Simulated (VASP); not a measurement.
# NaF (Fm-3m) in VASP: notebook

The runs below take NaF through single point, with PBE.

All numbers are computed with VASP 6.6.1; they aren't measurements. Logs are shortened: lines on timing, memory, paths and dates and some standing lists are left out, and cuts for length are marked.

## (1) The cell of the first run

It takes space group Fm-3m (No. 225, cubic). Conventional cell: a = 4.652 Å, b = 4.652 Å, c = 4.652 Å, α = 90.00°, β = 90.00°, γ = 90.00°. Na (site symmetry m-3m) has 6 F at 2.33 Å within 3.1 Å. Within 3.1 Å of F (site symmetry m-3m) lie 6 Na at 2.33 Å.

## (2) Single point, PBE (volume scaled by 0.97)

INCAR reads:

```
ALGO     = Normal         # electronic algorithm
EDIFF    = 1E-6           # SCF threshold, eV
ENCUT    = 520            # plane-wave cutoff, eV
GGA      = PE             # functional
ISIF     = 2              # what is computed and relaxed
ISMEAR   = 0              # smearing method
LASPH    = True           # aspherical terms in the spheres
LCHARG   = True           # write CHGCAR
LELF     = True           # ELF
LREAL    = False          # projectors in reciprocal space
LVHAR    = True         
LWAVE    = False          # write WAVECAR
NBANDS   = 14             # bands
NELM     = 80             # most SCF steps
PREC     = Accurate       # precision mode
SIGMA    = 0.02           # smearing width, eV
```

KPOINTS reads:

```
k-points
0
Gamma
  8 8 8
```

POSCAR reads:

```
NaF
1.0
    0.0000000000      2.3260074142      2.3260074142
    2.3260074142      0.0000000000      2.3260074142
    2.3260074142      2.3260074142      0.0000000000
Na F
1 1
Direct
    0.0000000000      0.0000000000      0.0000000000
    0.5000000000      0.5000000000      0.5000000000
```

Potentials or basis: VASP PAW PBE potentials, release 64 (Na_pv, F).

Started as:

```bash
> cat potpaw_PBE.64/Na_pv/POTCAR potpaw_PBE.64/F/POTCAR > POTCAR
> mpirun -np 1 vasp_std > vasp.out
```

OUTCAR:

```text
EDIFF = 1E-6
   ENCUT = 520
   GGA = PE
   ISIF = 2
   ISMEAR = 0
   LASPH = True
   LREAL = False
   NELM = 80
   PREC = Accurate

 ion  position               nearest neighbor table
   1  0.000  0.000  0.000-   2 2.33   2 2.33   2 2.33   2 2.33   2 2.33   2 2.33
   2  0.500  0.500  0.500-   1 2.33   1 2.33   1 2.33   1 2.33   1 2.33   1 2.33

  LATTYP: Found a face centered cubic cell.
 ALAT       =     4.6520148284

  Lattice vectors:

 A1 = (   0.0000000000,   2.3260074142,   2.3260074142)
 A2 = (   2.3260074142,   0.0000000000,   2.3260074142)
 A3 = (   2.3260074142,   2.3260074142,   0.0000000000)

Analysis of symmetry for initial positions (statically):
=====================================================================
 Subroutine PRICEL returns:
 Original cell was already a primitive cell.

 Routine SETGRP: Setting up the symmetry group for a
 face centered cubic supercell.

 Subroutine GETGRP returns: Found 48 space group operations
 (whereof 48 operations were pure point group operations)
 out of a pool of 48 trial point group operations.

The static configuration has the point symmetry O_h .

Analysis of symmetry for dynamics (positions and initial velocities):
=====================================================================
 Subroutine PRICEL returns:
 Original cell was already a primitive cell.

 Routine SETGRP: Setting up the symmetry group for a
 face centered cubic supercell.

 Subroutine GETGRP returns: Found 48 space group operations
 (whereof 48 operations were pure point group operations)
 out of a pool of 48 trial point group operations.

The dynamic configuration has the point symmetry O_h .

 Subroutine INISYM returns: Found 48 space group operations
 (whereof 48 operations are pure point group operations),
 and found     1 'primitive' translations

----------------------------------------------------------------------------------------

                                     Primitive cell

  volume of cell :      25.1688

  direct lattice vectors                    reciprocal lattice vectors
     0.000000000  2.326007414  2.326007414    -0.214960622  0.214960622  0.214960622
     2.326007414  0.000000000  2.326007414     0.214960622 -0.214960622  0.214960622
     2.326007414  2.326007414  0.000000000     0.214960622  0.214960622 -0.214960622

  length of vectors
     3.289471231  3.289471231  3.289471231     0.372322719  0.372322719  0.372322719

  position of ions in fractional coordinates (direct lattice)
     0.000000000  0.000000000  0.000000000
     0.500000000  0.500000000  0.500000000

  ion indices of the primitive-cell ions
   primitive index   ion index
[... 87 lines left out ...]
   EMIN   =  10.00;   EMAX   =-10.00  energy-range for DOS
   EFERMI =   0.00;   METHOD = LEGACY
   ISMEAR =     0;   SIGMA  =   0.02  broadening in eV -4-tet -1-fermi 0-gaus
   EFERMI_NEDOS =   21; number of points for ismear=-14 and -15
   IALGO  =     38    algorithm
   IMIX   =      4    mixing-type and parameters
     AMIX     =   0.40;   BMIX     =  1.00
     AMIX_MAG =   1.60;   BMIX_MAG =  1.00
  volume/ion in A,a.u.               =      12.58        84.92
  Fermi-wavevector in a.u.,A,eV,Ry     =   1.346366  2.544263 24.663294  1.812701
  Thomas-Fermi vector in A             =   2.474204
   LORBIT       =      0    0 simple, 1 ext, 2 COOP (PROOUT), +10 PAW based schemes
   GGA     = PE    functional components
   LHFCALC =     F    Hartree Fock is set to
   AEXX    =    0.0000 exact exchange contribution
   IVDW    =     0    specifies the selected vdW correction
   LEPSILON=     F    determine dielectric tensor
   LRPA    =     F    only Hartree local field effects (RPA)
 non-spin polarized calculation
 Gauss-broadening in eV      SIGMA  =   0.02
  energy-cutoff  :      520.00
  volume of cell :       25.17
 maximum number of plane-waves:       700
   NGX = 13   NGY = 13   NGZ = 13

 number of electron      13.9999982 magnetization

 Free energy of the ion-electron system (eV)
  ---------------------------------------------------
  ext. energy  EPLUGINS =         0.00000000
  ---------------------------------------------------
  free energy    TOTEN  =        -8.56515054 eV

  energy without entropy =       -8.56515054  energy(sigma->0) =       -8.56515054

 E-fermi :  -1.9769     XC(G=0):  -9.1000

 val. band max:       -2.1345486811   @ k =   0.0000   0.0000   0.0000
 cond. band min:       4.1021019307   @ k =   0.0000   0.0000   0.0000
 fundamental gap:      6.2366506118
 Fermi energy:        -1.9769011860

 k-point     1 :       0.0000    0.0000    0.0000
  band No.  band energies     occupation
      1     -21.2877      2.00000
      2     -21.1161      2.00000
      3     -21.1161      2.00000
      4     -21.1161      2.00000
      5      -2.1346      2.00000
      6      -2.1345      2.00000
      7      -2.1345      2.00000
      8       4.1021      0.00000
      9      16.7582      0.00000
     10      16.7582      0.00000
     11      16.7582      0.00000
     12      19.5960      0.00000
     13      21.7605      0.00000
     14      21.7605      0.00000
[... 377 lines left out ...]
      1     -21.7720      2.00000
      2     -21.1684      2.00000
      3     -21.1459      2.00000
      4     -20.4736      2.00000
      5      -3.4215      2.00000
      6      -2.7016      2.00000
      7      -2.4646      2.00000
      8       9.5753      0.00000
      9      10.4873      0.00000
     10      14.8642      0.00000
     11      16.7012      0.00000
     12      19.8932      0.00000
     13      20.9462      0.00000
     14      25.6703      0.00000

 [... further k-points ...]

------------------------ aborting loop because EDIFF is reached ----------------------------------------

  FORCE on cell =-STRESS in cart. coord.  units (eV):
  Direction    XX          YY          ZZ          XY          YZ          ZX
  --------------------------------------------------------------------------------------
  -------------------------------------------------------------------------------------
  Total        0.2170647      0.2170647      0.2170647      0.0000000      0.0000000     -0.0000000
  in kB       13.8177234     13.8177234     13.8177234      0.0000000      0.0000000     -0.0000000
  external PRESSURE =      13.8177234 kB  Pullay stress =       0.0000000 kB

 VOLUME and BASIS-vectors are now :
 -----------------------------------------------------------------------------
  energy-cutoff  :      520.00
  volume of cell :       25.17
      direct lattice vectors                 reciprocal lattice vectors
     0.000000000  2.326007414  2.326007414    -0.214960622  0.214960622  0.214960622
     2.326007414  0.000000000  2.326007414     0.214960622 -0.214960622  0.214960622
     2.326007414  2.326007414  0.000000000     0.214960622  0.214960622 -0.214960622

 POSITION                                       TOTAL-FORCE (eV/Angst)
 -----------------------------------------------------------------------------------
      0.00000      0.00000      0.00000         0.000000      0.000000     -0.000000
      2.32601      2.32601      2.32601         0.000000      0.000000      0.000000
 -----------------------------------------------------------------------------------
    total drift:                                0.000000     -0.000000      0.000000

  FREE ENERGIE OF THE ION-ELECTRON SYSTEM (eV)
  ---------------------------------------------------
  free  energy   TOTEN  =        -8.5651505435 eV

  energy  without entropy=       -8.5651505435  energy(sigma->0) =       -8.56515054
```

Run time: 7.3 s. Hardware: 1 thread of AMD EPYC 7R13 (Zen 3), shared host; peak memory 0.1 GiB.

What came out:

```yaml
Free_energy: -8.5652 eV
Pressure: 1.4 GPa
Band_gap_on_the_k_mesh: 6.24 eV, direct
```

Levels at points of the mesh, in eV from the valence-band top:
```
           k point  band 5  band 6  band 7  band 8  band 9  band 10
(0.00, 0.00, 0.00)    0.00    0.00    0.00    6.24   18.89    18.89
(0.50, 0.00, 0.00)   -1.56   -0.25   -0.25   10.71   12.37    19.98
(0.50, 0.50, 0.00)   -1.25   -0.40   -0.40   13.06   13.26    13.49
```

## (3) Single point, PBE (volume scaled by 0.94)

INCAR reads:

```
SYSTEM = NaF
PREC = Accurate
ENCUT = 520
EDIFF = 1E-6
ISMEAR = 0
SIGMA = 0.02
LREAL = .FALSE.
LASPH = .TRUE.
NELM = 100
ALGO = Normal
ISIF = 2
LWAVE = .FALSE.
LCHARG = .TRUE.
GGA = PE
LELF = .TRUE.
LVHAR = .TRUE.
NBANDS = 14
```

KPOINTS reads:

```
Automatic mesh
0
G
  8 8 8
  0 0 0
```

POSCAR reads:

```
NaF
1.0
    0.0000000000      2.3017764082      2.3017764082
    2.3017764082      0.0000000000      2.3017764082
    2.3017764082      2.3017764082      0.0000000000
Na F
1 1
Direct
    0.0000000000      0.0000000000      0.0000000000
    0.5000000000      0.5000000000      0.5000000000
```

Potentials or basis: VASP PAW PBE potentials, release 64 (Na_pv, F).

Started as:

```bash
> cat potpaw_PBE.64/Na_pv/POTCAR potpaw_PBE.64/F/POTCAR > POTCAR
> mpirun -np 1 vasp_std > vasp.out
```

Wall time 7.1 s (1 thread of AMD EPYC 7R13 (Zen 3), shared host); peak memory 0.1 GiB.

Results (log left out):

```yaml
Free_energy: -8.5529 eV
Pressure: 3.1 GPa
Band_gap_on_the_k_mesh: 6.41 eV, direct
```

Levels at points of the mesh, in eV from the valence-band top:
```csv
k point,band 5,band 6,band 7,band 8,band 9,band 10
"(0.00, 0.00, 0.00)",0.00,0.00,0.00,6.41,19.12,19.12
"(0.50, 0.00, 0.00)",-1.63,-0.26,-0.26,10.90,12.64,20.33
"(0.50, 0.50, 0.00)",-1.30,-0.41,-0.41,13.32,13.37,13.80
```

(Continued in part 2 of 2.)
